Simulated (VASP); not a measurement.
# LaPt5 (P6/mmm) in VASP: a series of runs

Runs on LaPt5. Level: LDA. Tasks: single point.

Program: VASP 6.6.1. These are calculated values, not measurements. Logs are shortened: lines on timing, memory, paths and dates and some standing lists are left out, and cuts for length are marked.

## (1) The cell of the first run

Symmetry: P6/mmm, No. 191, hexagonal system. The conventional cell has a = 5.276 Å, b = 5.276 Å, c = 4.287 Å, α = 90.00°, β = 90.00°, γ = 120.00°. La (site symmetry 6/mmm) has 18 Pt at 3.05 to 3.40 Å within 4.0 Å. Within 3.5 Å of Pt (site symmetry -6m2) lie 9 Pt at 2.63 to 3.05 Å and 3 La at 3.05 Å. Pt (site symmetry mmm) has 8 Pt at 2.63 to 2.64 Å and 4 La at 3.40 Å within 3.5 Å.

## (2) Single point, LDA

INCAR

```
SYSTEM = LaPt5
  PREC = Accurate
  ENCUT = 520
  EDIFF = 1E-6
  ISMEAR = 1
  SIGMA = 0.1
  LREAL = .False.
  LASPH = .True.
  NELM = 60
  ALGO = Normal
  ISIF = 2
  LWAVE = .False.
  LCHARG = .False.
  NBANDS = 40
```

KPOINTS

```
Automatic mesh
0
Gamma
  5 5 5
  0 0 0
```

POSCAR

```
LaPt5
1.0
    5.2760507815      0.0000000000      0.0000000000
   -2.6380253908      4.5691941801      0.0000000000
    0.0000000000      0.0000000000      4.2866688117
La Pt
1 5
Direct
    0.0000000000      0.0000000000      0.0000000000
    0.3333333333      0.6666666667      0.0000000000
    0.6666666667      0.3333333333      0.0000000000
    0.5000000000      0.0000000000      0.5000000000
    0.5000000000      0.5000000000      0.5000000000
    0.0000000000      0.5000000000      0.5000000000
```

Potentials or basis: VASP PAW LDA potentials, release 64 (La, Pt).

Launch:

```sh
$ cat potpaw_LDA.64/La/POTCAR potpaw_LDA.64/Pt/POTCAR > POTCAR
$ mpirun -np 1 vasp_std > vasp.out
```

OUTCAR:

```text
SYSTEM = LaPt5
   PREC = Accurate
   ENCUT = 520
   EDIFF = 1E-6
   ISMEAR = 1
   LREAL = .False.
   LASPH = .True.
   NELM = 60
   ISIF = 2

 ion  position               nearest neighbor table
   1  0.000  0.000  0.000-   2 3.05   3 3.05   3 3.05   2 3.05   3 3.05   2 3.05   4 3.40   4 3.40
                             4 3.40   4 3.40   5 3.40   5 3.40   5 3.40   5 3.40   6 3.40   6 3.40
   2  0.333  0.667  0.000-   6 2.63   6 2.63   5 2.63   5 2.63   4 2.63   4 2.63   3 3.05   1 3.05
                             1 3.05   3 3.05   3 3.05   1 3.05
   3  0.667  0.333  0.000-   6 2.63   6 2.63   5 2.63   5 2.63   4 2.63   4 2.63   2 3.05   1 3.05
                             1 3.05   2 3.05   2 3.05   1 3.05
   4  0.500  0.000  0.500-   2 2.63   3 2.63   2 2.63   3 2.63   6 2.64   6 2.64   5 2.64   5 2.64
                             1 3.40   1 3.40   1 3.40   1 3.40
   5  0.500  0.500  0.500-   2 2.63   3 2.63   2 2.63   3 2.63   6 2.64   6 2.64   4 2.64   4 2.64
                             1 3.40   1 3.40   1 3.40   1 3.40
   6  0.000  0.500  0.500-   2 2.63   3 2.63   2 2.63   3 2.63   5 2.64   5 2.64   4 2.64   4 2.64
                             1 3.40   1 3.40   1 3.40   1 3.40

  LATTYP: Found a hexagonal cell.
 ALAT       =     5.2760507815
 C/A-ratio  =     0.8124767917

  Lattice vectors:

 A1 = (   5.2760507815,   0.0000000000,   0.0000000000)
 A2 = (  -2.6380253908,   4.5691941801,   0.0000000000)
 A3 = (   0.0000000000,   0.0000000000,   4.2866688117)

Analysis of symmetry for initial positions (statically):
=====================================================================
 Subroutine PRICEL returns:
 Original cell was already a primitive cell.

 Routine SETGRP: Setting up the symmetry group for a
 hexagonal supercell.

 Subroutine GETGRP returns: Found 24 space group operations
 (whereof 24 operations were pure point group operations)
 out of a pool of 24 trial point group operations.

The static configuration has the point symmetry D_6h.

Analysis of symmetry for dynamics (positions and initial velocities):
=====================================================================
 Subroutine PRICEL returns:
 Original cell was already a primitive cell.

 Routine SETGRP: Setting up the symmetry group for a
 hexagonal supercell.

 Subroutine GETGRP returns: Found 24 space group operations
 (whereof 24 operations were pure point group operations)
 out of a pool of 24 trial point group operations.

The dynamic configuration has the point symmetry D_6h.

[... 98 lines left out ...]
   EDIFFG = 0.1E-04   stopping-criterion for IOM
   NSW    =      0    number of steps for IOM
   IBRION =     -1    ionic relax: 0-MD 1-quasi-New 2-CG
   NFREE  =      0    steps in history (QN), initial steepest desc. (CG)
   ISIF   =      2    stress and relaxation
   ISYM   =      2    0-nonsym 1-usesym 2-fastsym
   POTIM  = 0.5000    time-step for ionic-motion
   TEBEG  =    0.0;   TEEND  =   0.0 temperature during run
   PSTRESS=    0.0 pullay stress
   NELECT =      61.0000    total number of electrons
   NUPDOWN=      -1.0000    fix difference up-down
   EMIN   =  10.00;   EMAX   =-10.00  energy-range for DOS
   EFERMI =   0.00;   METHOD = LEGACY
   ISMEAR =     1;   SIGMA  =   0.10  broadening in eV -4-tet -1-fermi 0-gaus
   EFERMI_NEDOS =   21; number of points for ismear=-14 and -15
   IALGO  =     38    algorithm
   IMIX   =      4    mixing-type and parameters
     AMIX     =   0.40;   BMIX     =  1.00
     AMIX_MAG =   1.60;   BMIX_MAG =  1.00
  volume/ion in A,a.u.               =      17.22       116.23
  Fermi-wavevector in a.u.,A,eV,Ry     =   1.373289  2.595140 25.659535  1.885923
  Thomas-Fermi vector in A             =   2.498819
   LORBIT       =      0    0 simple, 1 ext, 2 COOP (PROOUT), +10 PAW based schemes
   GGA     = CA    functional components
   LHFCALC =     F    Hartree Fock is set to
   AEXX    =    0.0000 exact exchange contribution
   IVDW    =     0    specifies the selected vdW correction
   LEPSILON=     F    determine dielectric tensor
   LRPA    =     F    only Hartree local field effects (RPA)
 non-spin polarized calculation
 Methfessel and Paxton  Order N= 1 SIGMA  =   0.10
  energy-cutoff  :      520.00
  volume of cell :      103.34
 maximum number of plane-waves:      2799
 NGX is ok and might be reduce to    40
   NGX = 19   NGY = 19   NGZ = 15

 number of electron      60.9999999 magnetization

 Free energy of the ion-electron system (eV)
  ---------------------------------------------------
  ext. energy  EPLUGINS =         0.00000000
  ---------------------------------------------------
  free energy    TOTEN  =       -47.33864827 eV

  energy without entropy =      -47.33999860  energy(sigma->0) =      -47.33909838

 E-fermi :  11.0977     XC(G=0): -12.8724

 val. band max:       11.0749565505   @ k =   0.4000   0.2000   0.2000
 cond. band min:      11.1009497858   @ k =   0.2000   0.2000   0.2000
 fundamental gap:      0.0259932353
 Fermi energy:        11.0977423622

 k-point     1 :       0.0000    0.0000    0.0000
  band No.  band energies     occupation
      1     -20.8034      2.00000
      2      -4.7893      2.00000
      3      -4.7893      2.00000
      4      -4.5681      2.00000
      5       1.0872      2.00000
      6       3.7516      2.00000
[... 634 lines left out ...]
     39      13.8921      0.00000
     40      13.9328      0.00000

------------------------ aborting loop because EDIFF is reached ----------------------------------------

  FORCE on cell =-STRESS in cart. coord.  units (eV):
  Direction    XX          YY          ZZ          XY          YZ          ZX
  --------------------------------------------------------------------------------------
  -------------------------------------------------------------------------------------
  Total        6.2841547      6.2841552      7.6013580     -0.0000000      0.0000000      0.0000000
  in kB       97.4291558     97.4291631    117.8509963     -0.0000000      0.0000000      0.0000000
  external PRESSURE =     104.2364384 kB  Pullay stress =       0.0000000 kB

 VOLUME and BASIS-vectors are now :
 -----------------------------------------------------------------------------
  energy-cutoff  :      520.00
  volume of cell :      103.34
      direct lattice vectors                 reciprocal lattice vectors
     5.276050782  0.000000000  0.000000000     0.189535704  0.109428486  0.000000000
    -2.638025391  4.569194180  0.000000000     0.000000000  0.218856971  0.000000000
     0.000000000  0.000000000  4.286668812     0.000000000  0.000000000  0.233281376

 POSITION                                       TOTAL-FORCE (eV/Angst)
 -----------------------------------------------------------------------------------
      0.00000      0.00000      0.00000         0.000000      0.000000      0.000000
     -0.00000      3.04613      0.00000        -0.000000      0.000000      0.000000
      2.63803      1.52306      0.00000         0.000000     -0.000000     -0.000000
      2.63803      0.00000      2.14333         0.000000      0.000000      0.000000
      1.31901      2.28460      2.14333         0.000000      0.000000      0.000000
     -1.31901      2.28460      2.14333         0.000000      0.000000      0.000000
 -----------------------------------------------------------------------------------
    total drift:                               -0.000000     -0.000000     -0.000000

  FREE ENERGIE OF THE ION-ELECTRON SYSTEM (eV)
  ---------------------------------------------------
  free  energy   TOTEN  =       -47.3386482748 eV

  energy  without entropy=      -47.3399986021  energy(sigma->0) =      -47.33909838
```

stdout:

```text
POSCAR found type information on POSCAR LaPt
 POSCAR found :  2 types and       6 ions
 scaLAPACK will be used
 LDA part: xc-table for (Slater(with rela. corr.)+CA(PZ))
 , standard interpolation
 POSCAR, INCAR and KPOINTS ok, starting setup
 FFT: planning ... GRIDC
 FFT: planning ... GRID_SOFT
 FFT: planning ... GRID
 WAVECAR not read
 entering main loop
```

It took 62 s on 1 thread of Intel Xeon Platinum 8375C at 2.90GHz (Ice Lake), shared host; peak memory 0.22 GiB.

What came out:

| Quantity | Value |
| --- | --- |
| Free energy | -47.3386 eV |
| Pressure | 10.4 GPa |
| Band gap on the k mesh | zero (an odd number of electrons rules out a gap without spin polarisation) |

Levels at points of the mesh, in eV from the Fermi level:
```
           k point  band 26  band 27  band 28  band 29  band 30  band 31  band 32  band 33  band 34  band 35
(0.00, 0.00, 0.00)    -1.38    -1.38     0.09     0.64     0.64     0.78     0.97     1.85     1.85     2.24
```

Caveat: the cell stands under pressure; spin-orbit coupling is left out, which moves the levels of the heavy elements.

(Part 1 of 2 ends here.)

The gap in the log of VASP goes by the Fermi energy; the results here count the filled bands.